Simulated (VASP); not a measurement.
Input of a VASP 6.6.1 run:

Contents of INCAR:

```
SYSTEM = InAs
ALGO = Normal
EDIFF = 1E-6
EDIFFG = -0.008
ENCUT = 600
GGA = PE
IBRION = 2
ISIF = 3
ISMEAR = 0
LASPH = .TRUE.
LCHARG = .FALSE.
LREAL = .FALSE.
LWAVE = .FALSE.
NELM = 60
NSW = 70
PREC = Accurate
PSTRESS = 150.0
SIGMA = 0.1
```

File KPOINTS:

```
k-points
0
G
  12 12 12
  0 0 0
```

POSCAR

```
InAs
1.0
    0.0000000000      2.8907377139      2.8907377139
    2.8907377139      0.0000000000      2.8907377139
    2.8907377139      2.8907377139      0.0000000000
In As
1 1
Direct
    0.7500000000      0.7500000000      0.7500000000
    0.0000000000      0.0000000000      0.0000000000
```

Potentials or basis: VASP PAW PBE potentials, release 64 (In_d, As).

Launch:

```bash
$ cat potpaw_PBE.64/In_d/POTCAR potpaw_PBE.64/As/POTCAR > POTCAR
$ mpirun -np 1 vasp_std > vasp.out
```

Problem. What does it give for the relaxed cell?

Solution. a = 4.101 Å, b = 4.101 Å, c = 4.101 Å, α = 60.00°, β = 60.00°, γ = 60.00°.

Problem. Estimate the band gap on the k mesh.

Solution. 0.45 eV.

Problem. What does it give for the space group after relaxing (to 0.1 Å)?

Solution. F-43m (No. 216).

Final structure:
```yaml
crystal:
  lattice:
    - [0.00000, 2.89968, 2.89968]
    - [2.89968, 0.00000, 2.89968]
    - [2.89968, 2.89968, 0.00000]
  atoms:
    - { symbol: In, position: [0.75000, 0.75000, 0.75000] }
    - { symbol: As, position: [0.00000, 0.00000, 0.00000] }
```

Caveat: the cell is relaxed towards a set pressure, so the run minimises the enthalpy, not the energy; spin-orbit coupling is left out, which moves the levels of the heavy elements.
